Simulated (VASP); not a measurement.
# Pt (I4_1/amd) in VASP: single point with PBE

Aim: the single point of Pt with PBE.

Program: VASP 6.6.1. These are calculated values, not measurements. Logs are shortened: lines on timing, memory, paths and dates and some standing lists are left out, and cuts for length are marked.

## (1) The cell of the first run

It takes space group I4_1/amd (No. 141, tetragonal). Conventional cell: a = 5.056 Å, b = 5.056 Å, c = 2.725 Å, α = 90.00°, β = 90.00°, γ = 90.00°. Within 3.5 Å of Pt (site symmetry -4m2) lie 10 Pt at 2.62 to 3.25 Å.

## (2) Single point, PBE

File INCAR:

```
PREC = Accurate
ENCUT = 520
EDIFF = 1E-6
ISMEAR = -1
SIGMA = 0.05
LREAL = F
LASPH = T
NELM = 80
ALGO = Normal
ISIF = 2
LWAVE = F
LCHARG = F
GGA = PE
NBANDS = 17
```

File KPOINTS:

```
Automatic mesh
0
Gamma
  16 16 16
```

File POSCAR:

```
Pt
1.0
   -2.5280555730      2.5280555730      1.3623100501
    2.5280555730     -2.5280555730      1.3623100501
    2.5280555730      2.5280555730     -1.3623100501
Pt
2
Direct
   -0.3750000000     -0.1250000000     -0.2500000000
    0.3750000000      0.1250000000      0.2500000000
```

Potentials or basis: VASP PAW PBE potentials, release 64 (Pt).

Run with:

```
$ cat potpaw_PBE.64/Pt/POTCAR > POTCAR
$ mpirun -np 1 vasp_std > vasp.out
```

OUTCAR:

```text
PREC = Accurate
   ENCUT = 520
   EDIFF = 1E-6
   ISMEAR = -1
   LREAL = F
   LASPH = T
   NELM = 80
   ISIF = 2
   GGA = PE

 ion  position               nearest neighbor table
   1  0.625  0.875  0.750-   2 2.62   2 2.62   2 2.62   2 2.62   2 3.25   2 3.25   2 3.25   2 3.25

   2  0.375  0.125  0.250-   1 2.62   1 2.62   1 2.62   1 2.62   1 3.25   1 3.25   1 3.25   1 3.25

  LATTYP: Found a body centered tetragonal cell.
 ALAT       =     5.0561111460
 C/A-ratio  =     0.5388766231

  Lattice vectors:

 A1 = (  -2.5280555730,   2.5280555730,   1.3623100501)
 A2 = (   2.5280555730,  -2.5280555730,   1.3623100501)
 A3 = (   2.5280555730,   2.5280555730,  -1.3623100501)

Analysis of symmetry for initial positions (statically):
=====================================================================
 Subroutine PRICEL returns:
 Original cell was already a primitive cell.

 Routine SETGRP: Setting up the symmetry group for a
 body centered tetragonal supercell.

 Subroutine GETGRP returns: Found 16 space group operations
 (whereof  4 operations were pure point group operations)
 out of a pool of 16 trial point group operations.

The static configuration has the point symmetry C_2h.
 The point group associated with its full space group is D_4h.

Analysis of symmetry for dynamics (positions and initial velocities):
=====================================================================
 Subroutine PRICEL returns:
 Original cell was already a primitive cell.

 Routine SETGRP: Setting up the symmetry group for a
 body centered tetragonal supercell.

 Subroutine GETGRP returns: Found 16 space group operations
 (whereof  4 operations were pure point group operations)
 out of a pool of 16 trial point group operations.

The dynamic configuration has the point symmetry C_2h.
 The point group associated with its full space group is D_4h.

 Subroutine INISYM returns: Found 16 space group operations
 (whereof  4 operations are pure point group operations),
 and found     1 'primitive' translations

----------------------------------------------------------------------------------------

                                     Primitive cell

  volume of cell :      34.8264

  direct lattice vectors                    reciprocal lattice vectors
    -2.528055573  2.528055573  1.362310050     0.000000000  0.197780462  0.367023645
     2.528055573 -2.528055573  1.362310050     0.197780462  0.000000000  0.367023645
     2.528055573  2.528055573 -1.362310050     0.197780462  0.197780462  0.000000000

  length of vectors
     3.825966366  3.825966366  3.825966366     0.416921416  0.416921416  0.279703812

  position of ions in fractional coordinates (direct lattice)
     0.625000000  0.875000000  0.750000000
     0.375000000  0.125000000  0.250000000

  ion indices of the primitive-cell ions
   primitive index   ion index
                 1           1
                 2           2

----------------------------------------------------------------------------------------

 KPOINTS: Automatic mesh

Automatic generation of k-mesh.
 Grid dimensions read from file:
 generate k-points for:   16   16   16

 Generating k-lattice:

  Cartesian coordinates                     Fractional coordinates (reciprocal lattice)
     0.000000000  0.012361279  0.022938978     0.062500000  0.000000000 -0.000000000
     0.012361279  0.000000000  0.022938978     0.000000000  0.062500000 -0.000000000
     0.012361279  0.012361279  0.000000000     0.000000000  0.000000000  0.062500000

  Length of vectors
     0.026057589  0.026057589  0.017481488

  Shift w.r.t. Gamma in fractional coordinates (k-lattice)
     0.000000000  0.000000000  0.000000000

 Subroutine IBZKPT returns following result:
 ===========================================

 Found    349 irreducible k-points:

 Following reciprocal coordinates:
            Coordinates               Weight
  0.000000  0.000000  0.000000      1.000000
  0.062500  0.000000 -0.000000      8.000000
  0.125000  0.000000 -0.000000      8.000000
  0.187500  0.000000 -0.000000      8.000000
  0.250000  0.000000 -0.000000      8.000000
  0.312500  0.000000 -0.000000      8.000000
[... 16 lines left out ...]
 -0.125000  0.062500  0.000000     16.000000
 -0.062500  0.062500  0.000000      4.000000
 [... further k-points ...]
   k-points           NKPTS =    349   k-points in BZ     NKDIM =    349   number of bands    NBANDS=     17
   number of dos      NEDOS =    301   number of ions     NIONS =      2
   total plane-waves  NPLWV =  21952
   dimension x,y,z NGX =    28 NGY =   28 NGZ =   28
   dimension x,y,z NGXF=    56 NGYF=   56 NGZF=   56
   ions per type =               2
   NGX,Y,Z   is equivalent  to a cutoff of  12.17, 12.17, 12.17 a.u.
   NGXF,Y,Z  is equivalent  to a cutoff of  24.33, 24.33, 24.33 a.u.
 SYSTEM =  unknown system
   PREC   = accura    normal or accurate (medium, high low for compatibility)
   ISTART =      0    job   : 0-new  1-cont  2-samecut
   ICHARG =      2    charge: 1-file 2-atom 10-const
   ISPIN  =      1    spin polarized calculation?
   LNONCOLLINEAR =      F non collinear calculations
   LSORBIT =      F    spin-orbit coupling
   LASPH  =      T    aspherical Exc in radial PAW
   ENCUT  =  520.0 eV  38.22 Ry    6.18 a.u.   7.11  7.11  7.11*2*pi/ulx,y,z
   NELM   =     80;   NELMIN=  2; NELMDL= -5     # of ELM steps
   EDIFF  = 0.1E-05   stopping-criterion for ELM
   LREAL  =      F    real-space projection
   EDIFFG = 0.1E-04   stopping-criterion for IOM
   NSW    =      0    number of steps for IOM
   IBRION =     -1    ionic relax: 0-MD 1-quasi-New 2-CG
   NFREE  =      0    steps in history (QN), initial steepest desc. (CG)
   ISIF   =      2    stress and relaxation
   ISYM   =      2    0-nonsym 1-usesym 2-fastsym
   POTIM  = 0.5000    time-step for ionic-motion
   TEBEG  =    0.0;   TEEND  =   0.0 temperature during run
   PSTRESS=    0.0 pullay stress
   NELECT =      20.0000    total number of electrons
   NUPDOWN=      -1.0000    fix difference up-down
   EMIN   =  10.00;   EMAX   =-10.00  energy-range for DOS
   EFERMI =   0.00;   METHOD = LEGACY
   ISMEAR =    -1;   SIGMA  =   0.05  broadening in eV -4-tet -1-fermi 0-gaus
   EFERMI_NEDOS =   21; number of points for ismear=-14 and -15
   IALGO  =     38    algorithm
   IMIX   =      4    mixing-type and parameters
     AMIX     =   0.40;   BMIX     =  1.00
     AMIX_MAG =   1.60;   BMIX_MAG =  1.00
  volume/ion in A,a.u.               =      17.41       117.51
  Fermi-wavevector in a.u.,A,eV,Ry     =   1.360761  2.571465 25.193497  1.851670
  Thomas-Fermi vector in A             =   2.487395
   LORBIT       =      0    0 simple, 1 ext, 2 COOP (PROOUT), +10 PAW based schemes
   GGA     = PE    functional components
   LHFCALC =     F    Hartree Fock is set to
   AEXX    =    0.0000 exact exchange contribution
   IVDW    =     0    specifies the selected vdW correction
   LEPSILON=     F    determine dielectric tensor
   LRPA    =     F    only Hartree local field effects (RPA)
 non-spin polarized calculation
  energy-cutoff  :      520.00
  volume of cell :       34.83
 maximum number of plane-waves:       957
   NGX = 15   NGY = 15   NGZ = 15

 number of electron      19.9999997 magnetization

 Free energy of the ion-electron system (eV)
  ---------------------------------------------------
  ext. energy  EPLUGINS =         0.00000000
  ---------------------------------------------------
  free energy    TOTEN  =       -11.60906569 eV

  energy without entropy =      -11.58930634  energy(sigma->0) =      -11.59918602

 E-fermi :   8.7791     XC(G=0): -12.5499

 val. band max:        8.7767176506   @ k =  -0.1875   0.1250   0.0000
 cond. band min:       8.7858458716   @ k =  -0.2500   0.4375   0.1875
 fundamental gap:      0.0091282210
 Fermi energy:         8.7791036922

 k-point     1 :       0.0000    0.0000    0.0000
  band No.  band energies     occupation
      1       0.0567      2.00000
      2       2.9877      2.00000
      3       3.4601      2.00000
      4       3.8980      2.00000
      5       4.4855      2.00000
      6       7.4817      2.00000
[... 9 lines left out ...]
     16      24.6487      0.00000
     17      24.6487      0.00000

 k-point     2 :       0.0625    0.0000   -0.0000
  band No.  band energies     occupation
      1       0.1926      2.00000
      2       3.0498      2.00000
      3       3.4756      2.00000
      4       4.0537      2.00000
      5       4.5668      2.00000
      6       7.0952      2.00000
[... 9 lines left out ...]
     16      24.6418      0.00000
     17      24.8912      0.00000

 k-point     3 :       0.1250    0.0000   -0.0000
  band No.  band energies     occupation
      1       0.5874      2.00000
      2       3.2283      2.00000
      3       3.5518      2.00000
      4       4.4568      2.00000
      5       4.7961      2.00000
      6       6.5152      2.00000
[... 9 lines left out ...]
     16      24.5280      0.00000
     17      25.6151      0.00000

 k-point     4 :       0.1875    0.0000   -0.0000
  band No.  band energies     occupation
      1       1.1965      2.00000
      2       3.4941      2.00000
      3       3.6844      2.00000
      4       4.8768      2.00000
      5       5.2060      2.00000
      6       5.9086      2.00000
[... 9 lines left out ...]
     16      23.5117      0.00000
     17      24.1103      0.00000
[... 343 lines left out ...]
      1       0.7602      2.00000
      2       3.3354      2.00000
      3       3.6326      2.00000
      4       4.3878      2.00000
      5       4.7346      2.00000
      6       6.5858      2.00000
[... 9 lines left out ...]
     16      23.8039      0.00000
     17      25.0326      0.00000

 k-point    23 :      -0.1250    0.0625    0.0000
  band No.  band energies     occupation
      1       0.3122      2.00000
      2       3.1285      2.00000
      3       3.5304      2.00000
      4       4.0236      2.00000
      5       4.5315      2.00000
      6       7.1297      2.00000
[... 9 lines left out ...]
     16      24.1488      0.00000
     17      24.8016      0.00000

 k-point    24 :      -0.0625    0.0625    0.0000
  band No.  band energies     occupation
      1       0.1172      2.00000
      2       3.0283      2.00000
      3       3.4880      2.00000
      4       3.8842      2.00000
      5       4.4695      2.00000
      6       7.4691      2.00000
[... 9 lines left out ...]
     16      24.4830      0.00000
     17      24.5115      0.00000

 [... further k-points ...]

------------------------ aborting loop because EDIFF is reached ----------------------------------------

  FORCE on cell =-STRESS in cart. coord.  units (eV):
  Direction    XX          YY          ZZ          XY          YZ          ZX
  --------------------------------------------------------------------------------------
  -------------------------------------------------------------------------------------
  Total       -0.7418280     -0.7418280     -0.7317983     -0.0000000     -0.0000000      0.0000000
  in kB      -34.1275106    -34.1275106    -33.6660968     -0.0000000     -0.0000000      0.0000000
  external PRESSURE =     -33.9737060 kB  Pullay stress =       0.0000000 kB

 VOLUME and BASIS-vectors are now :
 -----------------------------------------------------------------------------
  energy-cutoff  :      520.00
  volume of cell :       34.83
      direct lattice vectors                 reciprocal lattice vectors
    -2.528055573  2.528055573  1.362310050     0.000000000  0.197780462  0.367023645
     2.528055573 -2.528055573  1.362310050     0.197780462  0.000000000  0.367023645
     2.528055573  2.528055573 -1.362310050     0.197780462  0.197780462  0.000000000

 POSITION                                       TOTAL-FORCE (eV/Angst)
 -----------------------------------------------------------------------------------
      2.52806      1.26403      1.02173        -0.000000     -0.000000     -0.000000
     -0.00000      1.26403      0.34058         0.000000      0.000000      0.000000
 -----------------------------------------------------------------------------------
    total drift:                                0.000000      0.000000     -0.000000

  FREE ENERGIE OF THE ION-ELECTRON SYSTEM (eV)
  ---------------------------------------------------
  free  energy   TOTEN  =       -11.6090656946 eV

  energy  without entropy=      -11.5893063391  energy(sigma->0) =      -11.59918602
```

It took 2.4 min on 1 thread of Intel Xeon Platinum 8259CL at 2.50GHz (Skylake/Cascade Lake), shared host; peak memory 0.29 GiB.

Results:

- Free energy: -11.6091 eV
- Pressure: -3.4 GPa
- Band gap on the k mesh: zero (band 10 reaches 9.52 eV, above the bottom of band 11 at 7.99 eV)

Caveat: spin-orbit coupling is left out, which moves the levels of the heavy elements.
